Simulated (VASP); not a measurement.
# Zn (C2/m) in VASP: further runs

Zn is run at these levels: PBE; tasks: single point.

Program: VASP 6.6.1. These are calculated values, not measurements. Logs are shortened: lines on timing, memory, paths and dates and some standing lists are left out, and cuts for length are marked.

## Step 1: The cell of the first run

The structure is monoclinic, space group C2/m (No. 12). Conventional cell: a = 4.536 Å, b = 2.616 Å, c = 7.704 Å, α = 90.00°, β = 101.49°, γ = 90.00°. Zn (site symmetry 2/m) has 12 Zn at 2.62 to 2.95 Å within 3.5 Å. Zn (site symmetry m) has 12 Zn at 2.62 to 2.95 Å within 3.5 Å.

## Step 2: Single point, PBE (volume scaled by 0.97, then relaxed in part)

Input file INCAR:

```
SYSTEM = Zn
PREC = Accurate ; ENCUT = 520
EDIFF = 1E-6 ; ISMEAR = 0
SIGMA = 0.1 ; LREAL = .False.
LASPH = .True. ; NELM = 100
ALGO = Normal ; ISIF = 2
LWAVE = .False. ; LCHARG = .True.
GGA = PE ; LELF = .True.
LVHAR = .True. ; NBANDS = 25
```

Input file KPOINTS:

```
Automatic mesh
0
Gamma
  18 18 6
  0 0 0
```

Input file POSCAR:

```
Zn
1.0
    2.2678363115     -1.3077533214      0.0087451816
    2.2678363115      1.3077533214      0.0087451816
   -1.5635125940      0.0000000000      7.5433433617
Zn
3
Direct
    0.0000000000      0.0000000000      0.0000000000
    0.2220357188      0.2220357188      0.6655956850
    0.7779642812      0.7779642812      0.3344043150
```

Potentials or basis: VASP PAW PBE potentials, release 64 (Zn).

The run is started by

```sh
cat potpaw_PBE.64/Zn/POTCAR > POTCAR
mpirun -np 1 vasp_std > vasp.out
```

OUTCAR:

```text
SYSTEM = Zn
   PREC = Accurate
   ENCUT = 520
   EDIFF = 1E-6
   ISMEAR = 0
   LREAL = .False.
   LASPH = .True.
   NELM = 100
   ISIF = 2
   GGA = PE

 ion  position               nearest neighbor table
   1  0.000  0.000  0.000-   3 2.94   3 2.94   2 2.94   2 2.94   2 2.95   3 2.95
   2  0.222  0.222  0.666-   3 2.92   3 2.92   3 2.92   1 2.94   1 2.94   1 2.95
   3  0.778  0.778  0.334-   2 2.92   2 2.92   2 2.92   1 2.94   1 2.94   1 2.95

  LATTYP: Found a base centered monoclinic cell.
 ALAT       =     4.5357063459
 B/A-ratio  =     0.5766481433
 C/A-ratio  =     1.6984508930
 COS(beta)  =    -0.1991793278

  Lattice vectors:

 A1 = (   2.2678363115,  -1.3077533214,   0.0087451816)
 A2 = (   2.2678363115,   1.3077533214,   0.0087451816)
 A3 = (  -1.5635125940,   0.0000000000,   7.5433433617)

Analysis of symmetry for initial positions (statically):
=====================================================================
 Subroutine PRICEL returns:
 Original cell was already a primitive cell.

 Routine SETGRP: Setting up the symmetry group for a
 base centered monoclinic supercell.

 Subroutine GETGRP returns: Found  4 space group operations
 (whereof  4 operations were pure point group operations)
 out of a pool of  4 trial point group operations.

The static configuration has the point symmetry C_2h.

Analysis of symmetry for dynamics (positions and initial velocities):
=====================================================================
 Subroutine PRICEL returns:
 Original cell was already a primitive cell.

 Routine SETGRP: Setting up the symmetry group for a
 base centered monoclinic supercell.

 Subroutine GETGRP returns: Found  4 space group operations
 (whereof  4 operations were pure point group operations)
 out of a pool of  4 trial point group operations.

The dynamic configuration has the point symmetry C_2h.

 Subroutine INISYM returns: Found  4 space group operations
 (whereof  4 operations are pure point group operations),
 and found     1 'primitive' translations

----------------------------------------------------------------------------------------

                                     Primitive cell

  volume of cell :      44.7794

  direct lattice vectors                    reciprocal lattice vectors
     2.267836311 -1.307753321  0.008745182     0.220298388 -0.382335102  0.045661358
     2.267836311  1.307753321  0.008745182     0.220298388  0.382335102  0.045661358
    -1.563512594  0.000000000  7.543343362    -0.000510795  0.000000000  0.132461340

  length of vectors
     2.617895484  2.617895484  7.703674494     0.443617481  0.443617481  0.132462324

  position of ions in fractional coordinates (direct lattice)
     0.000000000  0.000000000  0.000000000
     0.222035719  0.222035719  0.665595685
     0.777964281  0.777964281  0.334404315

  ion indices of the primitive-cell ions
   primitive index   ion index
                 1           1
                 2           2
                 3           3

----------------------------------------------------------------------------------------

 KPOINTS: Automatic mesh

Automatic generation of k-mesh.
 Grid dimensions read from file:
 generate k-points for:   18   18    6

 Generating k-lattice:

  Cartesian coordinates                     Fractional coordinates (reciprocal lattice)
     0.012238799 -0.021240839  0.002536742     0.055555556 -0.000000000  0.000000000
     0.012238799  0.021240839  0.002536742    -0.000000000  0.055555556  0.000000000
    -0.000085132  0.000000000  0.022076890     0.000000000  0.000000000  0.166666667

  Length of vectors
     0.024645416  0.024645416  0.022077054

  Shift w.r.t. Gamma in fractional coordinates (k-lattice)
     0.000000000  0.000000000  0.000000000

 Subroutine IBZKPT returns following result:
 ===========================================

 Found    524 irreducible k-points:

 Following reciprocal coordinates:
            Coordinates               Weight
  0.000000  0.000000  0.000000      1.000000
  0.055556  0.000000  0.000000      4.000000
  0.111111  0.000000  0.000000      4.000000
  0.166667  0.000000  0.000000      4.000000
  0.222222 -0.000000  0.000000      4.000000
  0.277778 -0.000000  0.000000      4.000000
[... 16 lines left out ...]
 -0.277778  0.055556 -0.000000      4.000000
 -0.222222  0.055556 -0.000000      4.000000
 [... further k-points ...]
   k-points           NKPTS =    524   k-points in BZ     NKDIM =    524   number of bands    NBANDS=     25
   number of dos      NEDOS =    301   number of ions     NIONS =      3
   total plane-waves  NPLWV =  24000
   dimension x,y,z NGX =    20 NGY =   20 NGZ =   60
   dimension x,y,z NGXF=    40 NGYF=   40 NGZF=  120
   ions per type =               3
   NGX,Y,Z   is equivalent  to a cutoff of  12.70, 12.70, 12.95 a.u.
   NGXF,Y,Z  is equivalent  to a cutoff of  25.40, 25.40, 25.90 a.u.
 SYSTEM =  Zn
   PREC   = accura    normal or accurate (medium, high low for compatibility)
   ISTART =      0    job   : 0-new  1-cont  2-samecut
   ICHARG =      2    charge: 1-file 2-atom 10-const
   ISPIN  =      1    spin polarized calculation?
   LNONCOLLINEAR =      F non collinear calculations
   LSORBIT =      F    spin-orbit coupling
   LASPH  =      T    aspherical Exc in radial PAW
   ENCUT  =  520.0 eV  38.22 Ry    6.18 a.u.   4.87  4.87 14.32*2*pi/ulx,y,z
   NELM   =    100;   NELMIN=  2; NELMDL= -5     # of ELM steps
   EDIFF  = 0.1E-05   stopping-criterion for ELM
   LREAL  =      F    real-space projection
   EDIFFG = 0.1E-04   stopping-criterion for IOM
   NSW    =      0    number of steps for IOM
   IBRION =     -1    ionic relax: 0-MD 1-quasi-New 2-CG
   NFREE  =      0    steps in history (QN), initial steepest desc. (CG)
   ISIF   =      2    stress and relaxation
   ISYM   =      2    0-nonsym 1-usesym 2-fastsym
   POTIM  = 0.5000    time-step for ionic-motion
   TEBEG  =    0.0;   TEEND  =   0.0 temperature during run
   PSTRESS=    0.0 pullay stress
   NELECT =      36.0000    total number of electrons
   NUPDOWN=      -1.0000    fix difference up-down
   EMIN   =  10.00;   EMAX   =-10.00  energy-range for DOS
   EFERMI =   0.00;   METHOD = LEGACY
   ISMEAR =     0;   SIGMA  =   0.10  broadening in eV -4-tet -1-fermi 0-gaus
   EFERMI_NEDOS =   21; number of points for ismear=-14 and -15
   IALGO  =     38    algorithm
   IMIX   =      4    mixing-type and parameters
     AMIX     =   0.40;   BMIX     =  1.00
     AMIX_MAG =   1.60;   BMIX_MAG =  1.00
  volume/ion in A,a.u.               =      14.93       100.73
  Fermi-wavevector in a.u.,A,eV,Ry     =   1.522239  2.876615 31.527581  2.317212
  Thomas-Fermi vector in A             =   2.630845
   LORBIT       =      0    0 simple, 1 ext, 2 COOP (PROOUT), +10 PAW based schemes
   GGA     = PE    functional components
   LHFCALC =     F    Hartree Fock is set to
   AEXX    =    0.0000 exact exchange contribution
   IVDW    =     0    specifies the selected vdW correction
   LEPSILON=     F    determine dielectric tensor
   LRPA    =     F    only Hartree local field effects (RPA)
 non-spin polarized calculation
 Gauss-broadening in eV      SIGMA  =   0.10
  energy-cutoff  :      520.00
  volume of cell :       44.78
 maximum number of plane-waves:      1225
   NGX =  9   NGY =  9   NGZ = 29

 number of electron      36.0000002 magnetization

 Free energy of the ion-electron system (eV)
  ---------------------------------------------------
  ext. energy  EPLUGINS =         0.00000000
  ---------------------------------------------------
  free energy    TOTEN  =        -3.30414591 eV

  energy without entropy =       -3.30101028  energy(sigma->0) =       -3.30257809

 E-fermi :   3.1853     XC(G=0): -11.6406

 val. band max:        3.1784715760   @ k =   0.4444   0.1667   0.3333
 cond. band min:       3.1886365211   @ k =   0.4444   0.0556   0.3333
 fundamental gap:      0.0101649451
 Fermi energy:         3.1853216993

 k-point     1 :       0.0000    0.0000    0.0000
  band No.  band energies     occupation
      1      -7.3193      2.00000
      2      -5.7075      2.00000
      3      -5.6980      2.00000
      4      -4.7928      2.00000
      5      -4.5176      2.00000
      6      -4.5124      2.00000
[... 17 lines left out ...]
     24      22.1619      0.00000
     25      22.3499      0.00000

 k-point     2 :       0.0556    0.0000    0.0000
  band No.  band energies     occupation
      1      -7.2228      2.00000
      2      -5.6591      2.00000
      3      -5.6236      2.00000
      4      -4.7799      2.00000
      5      -4.5278      2.00000
      6      -4.5134      2.00000
[... 17 lines left out ...]
     24      20.9751      0.00000
     25      21.0584      0.00000

 k-point     3 :       0.1111    0.0000    0.0000
  band No.  band energies     occupation
      1      -6.9369      2.00000
      2      -5.4994      2.00000
      3      -5.4446      2.00000
      4      -4.7461      2.00000
      5      -4.5646      2.00000
      6      -4.5466      2.00000
[... 17 lines left out ...]
     24      19.6998      0.00000
     25      19.8259      0.00000

 k-point     4 :       0.1667    0.0000    0.0000
  band No.  band energies     occupation
      1      -6.4778      2.00000
      2      -5.2772      2.00000
      3      -5.2219      2.00000
      4      -4.7091      2.00000
      5      -4.6138      2.00000
      6      -4.5986      2.00000
[... 17 lines left out ...]
     24      18.4158      0.00000
     25      18.4446      0.00000
[... 477 lines left out ...]
 k-point    22 :      -0.3333    0.0556    0.0000
  band No.  band energies     occupation
      1      -5.2069      2.00000
      2      -5.1724      2.00000
      3      -5.1260      2.00000
      4      -4.9240      2.00000
      5      -4.8651      2.00000
      6      -4.5749      2.00000
[... 17 lines left out ...]
     24      14.1081      0.00000
     25      14.1916      0.00000

 k-point    23 :      -0.2778    0.0556   -0.0000
  band No.  band energies     occupation
      1      -5.2488      2.00000
      2      -5.1016      2.00000
      3      -5.0539      2.00000
      4      -4.8563      2.00000
      5      -4.7937      2.00000
      6      -4.5694      2.00000
[... 17 lines left out ...]
     24      14.7598      0.00000
     25      15.2605      0.00000

 k-point    24 :      -0.2222    0.0556   -0.0000
  band No.  band energies     occupation
      1      -5.5666      2.00000
      2      -5.0570      2.00000
      3      -5.0102      2.00000
      4      -4.7682      2.00000
      5      -4.7117      2.00000
      6      -4.6320      2.00000
[... 17 lines left out ...]
     24      15.5281      0.00000
     25      16.1260      0.00000

 [... further k-points ...]

------------------------ aborting loop because EDIFF is reached ----------------------------------------

  FORCE on cell =-STRESS in cart. coord.  units (eV):
  Direction    XX          YY          ZZ          XY          YZ          ZX
  --------------------------------------------------------------------------------------
  -------------------------------------------------------------------------------------
  Total        0.7016593      0.6963579      0.6169064      0.0000000      0.0000000     -0.0115348
  in kB       25.1048991     24.9152187     22.0724971      0.0000000      0.0000000     -0.4127074
  external PRESSURE =      24.0308716 kB  Pullay stress =       0.0000000 kB

 VOLUME and BASIS-vectors are now :
 -----------------------------------------------------------------------------
  energy-cutoff  :      520.00
  volume of cell :       44.78
      direct lattice vectors                 reciprocal lattice vectors
     2.267836311 -1.307753321  0.008745182     0.220298388 -0.382335102  0.045661358
     2.267836311  1.307753321  0.008745182     0.220298388  0.382335102  0.045661358
    -1.563512594  0.000000000  7.543343362    -0.000510795  0.000000000  0.132461340

 POSITION                                       TOTAL-FORCE (eV/Angst)
 -----------------------------------------------------------------------------------
      0.00000      0.00000      0.00000        -0.000000      0.000000      0.000000
     -0.03359      0.00000      5.02470         0.000237     -0.000000     -0.003104
      3.00575      0.00000      2.53613        -0.000237     -0.000000      0.003104
 -----------------------------------------------------------------------------------
    total drift:                                0.000000     -0.000000      0.000000

  FREE ENERGIE OF THE ION-ELECTRON SYSTEM (eV)
  ---------------------------------------------------
  free  energy   TOTEN  =        -3.3041459113 eV

  energy  without entropy=       -3.3010102751  energy(sigma->0) =       -3.30257809
```

Run time: 6.2 min. Hardware: 1 thread of Intel Xeon Platinum 8259CL at 2.50GHz (Skylake/Cascade Lake), shared host; peak memory 0.51 GiB.

What came out:

- Free energy: -3.3041 eV
- Pressure: 2.4 GPa
- Largest force: 0.003 eV/Å
- Band gap on the k mesh: zero (band 18 reaches 5.06 eV, above the bottom of band 19 at -0.18 eV)

Forces in eV/Å, atoms in the order of the input:
```
Zn   0.000  0.000  0.000
Zn   0.000  0.000 -0.003
Zn   0.000  0.000  0.003
```

Caveat: the cell differs from its parent crystal (volume scaled by 0.97, then relaxed in part).

## Step 3: Single point, PBE

This run uses another cell than the first one, of 15.39 Å³/atom, 1.031 times its volume.

Input file INCAR:

```
SYSTEM = Zn
PREC     = Accurate       ! precision mode
ENCUT    = 520            ! plane-wave cutoff, eV
EDIFF    = 1E-7           ! SCF threshold, eV
ISMEAR   = 0              ! smearing method
SIGMA    = 0.1            ! smearing width, eV
LREAL    = .FALSE.        ! projectors in reciprocal space
LASPH    = .TRUE.         ! aspherical terms in the spheres
NELM     = 100            ! most SCF steps
ALGO     = Normal         ! electronic algorithm
ISIF     = 2              ! what is computed and relaxed
LWAVE    = .FALSE.        ! write WAVECAR
LCHARG   = .TRUE.         ! write CHGCAR
GGA      = PE             ! functional
LELF     = .TRUE.         ! ELF
LVHAR    = .TRUE.       
NBANDS   = 25             ! bands
```

Input file KPOINTS:

```
regular mesh
0
G
  18 18 6
  0 0 0
```

Input file POSCAR:

```
Zn
1.0
    2.2791087387     -1.3152548401      0.0143766197
    2.2791087387      1.3152548401      0.0143766197
   -1.5531197483      0.0000000000      7.6903975857
Zn
3
Direct
    0.0000000000      0.0000000000      0.0000000000
    0.2214949669      0.2214949669      0.6651822690
    0.7785050331      0.7785050331      0.3348177310
```

Potentials or basis: VASP PAW PBE potentials, release 64 (Zn).

The run is started by

```sh
cat potpaw_PBE.64/Zn/POTCAR > POTCAR
mpirun -np 1 vasp_std > vasp.out
```

OUTCAR:

```text
SYSTEM = Zn
   PREC = Accurate
   ENCUT = 520
   EDIFF = 1E-7
   ISMEAR = 0
   LREAL = .FALSE.
   LASPH = .TRUE.
   NELM = 100
   ISIF = 2
   GGA = PE

 ion  position               nearest neighbor table
   1  0.000  0.000  0.000-   2 2.99   3 2.99   3 2.99   3 2.99   2 2.99   2 2.99
   2  0.221  0.221  0.665-   3 2.96   3 2.96   3 2.96   1 2.99   1 2.99   1 2.99
   3  0.779  0.779  0.335-   2 2.96   2 2.96   2 2.96   1 2.99   1 2.99   1 2.99

  LATTYP: Found a base centered monoclinic cell.
 ALAT       =     4.5583081642
 B/A-ratio  =     0.5770802643
 C/A-ratio  =     1.7211782711
 COS(beta)  =    -0.1917720874

  Lattice vectors:

 A1 = (   2.2791087387,  -1.3152548401,   0.0143766197)
 A2 = (   2.2791087387,   1.3152548401,   0.0143766197)
 A3 = (  -1.5531197483,   0.0000000000,   7.6903975857)

Analysis of symmetry for initial positions (statically):
=====================================================================
 Subroutine PRICEL returns:
 Original cell was already a primitive cell.

 Routine SETGRP: Setting up the symmetry group for a
[... 162 lines left out ...]
 Free energy of the ion-electron system (eV)
  ---------------------------------------------------
  ext. energy  EPLUGINS =         0.00000000
  ---------------------------------------------------
  free energy    TOTEN  =        -3.31479456 eV

  energy without entropy =       -3.31202882  energy(sigma->0) =       -3.31341169

 E-fermi :   2.9364     XC(G=0): -11.4765

 val. band max:        2.9329696315   @ k =  -0.3333   0.4444   0.3333
 cond. band min:       2.9369437111   @ k =   0.5000  -0.0000   0.5000
 fundamental gap:      0.0039740797
 Fermi energy:         2.9363777459

 k-point     1 :       0.0000    0.0000    0.0000
  band No.  band energies     occupation
      1      -7.3028      2.00000
      2      -5.8100      2.00000
      3      -5.7991      2.00000
      4      -4.9405      2.00000
      5      -4.6632      2.00000
      6      -4.6609      2.00000
[... 661 lines left out ...]
     24      15.2383      0.00000
     25      15.8578      0.00000

 [... further k-points ...]
[... 5 lines left out ...]
  --------------------------------------------------------------------------------------
  -------------------------------------------------------------------------------------
  Total        0.1346825      0.1264736      0.0360839      0.0000000      0.0000000     -0.0031051
  in kB        4.6742851      4.3893849      1.2523250      0.0000000      0.0000000     -0.1077641
  external PRESSURE =       3.4386650 kB  Pullay stress =       0.0000000 kB

 VOLUME and BASIS-vectors are now :
 -----------------------------------------------------------------------------
  energy-cutoff  :      520.00
  volume of cell :       46.16
      direct lattice vectors                 reciprocal lattice vectors
     2.279108739 -1.315254840  0.014376620     0.219104878 -0.380154465  0.044249482
     2.279108739  1.315254840  0.014376620     0.219104878  0.380154465  0.044249482
    -1.553119748  0.000000000  7.690397586    -0.000819200  0.000000000  0.129866847

 POSITION                                       TOTAL-FORCE (eV/Angst)
 -----------------------------------------------------------------------------------
      0.00000      0.00000      0.00000         0.000000      0.000000     -0.000000
     -0.02349      0.00000      5.12188        -0.000075     -0.000000     -0.000349
      3.02858      0.00000      2.59727         0.000075     -0.000000      0.000349
 -----------------------------------------------------------------------------------
    total drift:                               -0.000000     -0.000000     -0.000000

  FREE ENERGIE OF THE ION-ELECTRON SYSTEM (eV)
  ---------------------------------------------------
  free  energy   TOTEN  =        -3.3147945650 eV

  energy  without entropy=       -3.3120288178  energy(sigma->0) =       -3.31341169
```

OSZICAR:

```text
N       E                     dE             d eps       ncg     rms          rms(c)
DAV:   1     0.195159967075E+03    0.19516E+03   -0.18278E+04 26800   0.229E+03
DAV:   2     0.649142439557E+01   -0.18867E+03   -0.18273E+03 26337   0.357E+02
DAV:   3    -0.354212164343E+01   -0.10034E+02   -0.99678E+01 29329   0.943E+01
DAV:   4    -0.362837814140E+01   -0.86256E-01   -0.86219E-01 30192   0.923E+00
DAV:   5    -0.362851072323E+01   -0.13258E-03   -0.13258E-03 30197   0.311E-01    0.483E+00
DAV:   6    -0.333413609642E+01    0.29437E+00   -0.13642E+00 30150   0.211E+01    0.361E+00
DAV:   7    -0.332147377939E+01    0.12662E-01   -0.45981E-02 31824   0.321E+00    0.191E+00
DAV:   8    -0.331477233303E+01    0.67014E-02   -0.33829E-03 32279   0.101E+00    0.729E-02
DAV:   9    -0.331477497567E+01   -0.26426E-05   -0.51239E-04 32595   0.536E-01    0.387E-02
DAV:  10    -0.331479665922E+01   -0.21684E-04   -0.11254E-04 30302   0.148E-01    0.172E-02
DAV:  11    -0.331479499457E+01    0.16647E-05   -0.21458E-05 28055   0.648E-02    0.270E-03
DAV:  12    -0.331479481155E+01    0.18302E-06   -0.31397E-07 27897   0.798E-03    0.146E-03
DAV:  13    -0.331479457954E+01    0.23201E-06   -0.74318E-08 14885   0.563E-03    0.203E-04
DAV:  14    -0.331479456498E+01    0.14563E-07   -0.10440E-08 14120   0.300E-03
   1 F= -.33147946E+01 E0= -.33134117E+01  d E =-.276575E-02
```

Run time: 4 min. Hardware: 1 thread of Intel Xeon 6975P-C (Granite Rapids), shared host; peak memory 0.51 GiB.

Results:

- Free energy: -3.3148 eV
- Pressure: 0.3 GPa
- Band gap on the k mesh: zero (band 18 reaches 4.83 eV, above the bottom of band 19 at -0.57 eV)
